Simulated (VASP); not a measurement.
The system is Cs.

```
CELL_PARAMETERS angstrom
0.00000 5.26186 5.26186
5.26186 0.00000 5.26186
5.26186 5.26186 0.00000
ATOMIC_POSITIONS crystal
Cs 0.87500 0.87500 0.87500
Cs 0.12500 0.12500 0.12500
```

This isn't the form of Cs at room conditions, which is bcc.

```yaml
Program: VASP 6.6.1
Task: relaxation of cell and atoms
Functional: PBE
Potentials_or_basis: VASP PAW PBE potentials, release 64 (Cs_sv)
Cutoff: 600 eV
k_mesh: 6 × 6 × 6
Occupations: fermi-dirac, width 0.08 eV
Spin: no spin polarisation
```

At the start: pressure 0.2 GPa; volume 145.69 Å³/atom.

Question: How do energy, volume and symmetry change on relaxing?

Answer: Over 5 steps the energy falls by 26.7 meV/atom and the volume is 187.98 Å³/atom (+29.0 %); space group Fd-3m (No. 227, to 0.1 Å) before and after.

The path:
| step | energy change (eV) | largest force (eV/Å) | pressure (GPa) | volume (Å³) |
| --- | --- | --- | --- | --- |
| 1 | 0.0000 | 0.0000 | 0.24 | 291.37 |
| 2 | -0.0130 | 0.0000 | 0.20 | 300.75 |
| 3 | -0.0404 | 0.0000 | 0.10 | 330.07 |
| 4 | -0.0513 | 0.0000 | -0.03 | 394.31 |
| 5 | -0.0534 | 0.0000 | 0.00 | 375.96 |

Final structure:
```yaml
crystal:
  lattice:
    - [0.00000, 5.72847, 5.72847]
    - [5.72847, 0.00000, 5.72847]
    - [5.72847, 5.72847, 0.00000]
  atoms:
    - { symbol: Cs, position: [0.87500, 0.87500, 0.87500] }
    - { symbol: Cs, position: [0.12500, 0.12500, 0.12500] }
```

Caveat: the volume moved by over 15 % at a fixed basis, so the end points are rough.
